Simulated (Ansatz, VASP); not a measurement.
CsBa3 in VASP and in Ansatz

Contents of INCAR:

```
SYSTEM = CsBa3
ALGO = Normal
EDIFF = 1E-7
ENCUT = 520
GGA = PE
ISIF = 2
ISMEAR = 1
LASPH = .TRUE.
LCHARG = .FALSE.
LREAL = .FALSE.
LWAVE = .FALSE.
NBANDS = 28
NELM = 60
PREC = Accurate
SIGMA = 0.15
```

The input KPOINTS:

```
k-points
0
G
  4 4 4
  0 0 0
```

POSCAR

```
CsBa3
1.0
    0.0000000000      5.2473904200      5.2212840000
    5.2473904200      0.0000000000      5.2212840000
    5.2473904200      5.2473904200      0.0000000000
Cs Ba
1 3
Direct
    0.0000000000      0.0000000000      0.0000000000
    0.2500000000      0.2500000000      0.2500000000
    0.7500000000      0.7500000000      0.7500000000
    0.5000000000      0.5000000000      0.5000000000
```

Input for Ansatz:

```yaml
crystal:
  lattice:
    - [0.0, 5.2473904199999994, 5.221284]
    - [5.2473904199999994, 0.0, 5.221284]
    - [5.2473904199999994, 5.2473904199999994, 0.0]
  atoms:
    - { symbol: Cs, position: [0.0, 0.0, 0.0] }
    - { symbol: Ba, position: [0.25, 0.25, 0.25] }
    - { symbol: Ba, position: [0.75, 0.75, 0.75] }
    - { symbol: Ba, position: [0.5, 0.5, 0.5] }
basis:
  ecutwfc: 510.0
kpoints:
  mp_grid:
    grid: [4, 4, 4]
hamiltonian:
  xc: pbe
scf:
  occupations:
    method: methfessel_paxton
    width: 0.15
output:
  stress: true
```

Alike in both runs: task single point; functional PBE; k mesh 4 × 4 × 4; occupations methfessel-paxton of order 1, width 0.15 eV; no spin polarisation.

|  | VASP | Ansatz |
| --- | --- | --- |
| version | VASP 6.6.1 | Ansatz 0.2.0 |
| potentials or method | VASP PAW PBE potentials, release 64 (Cs_sv, Ba_sv), cutoff 520 eV | plane waves, PAW |
| valence electrons in the cell | 39 | 39 |

|  | VASP | Ansatz | Ansatz less VASP |
| --- | --- | --- | --- |
| pressure (GPa) | 0.0 | 0.0 | -0.02 |

Spin-orbit coupling is off throughout.
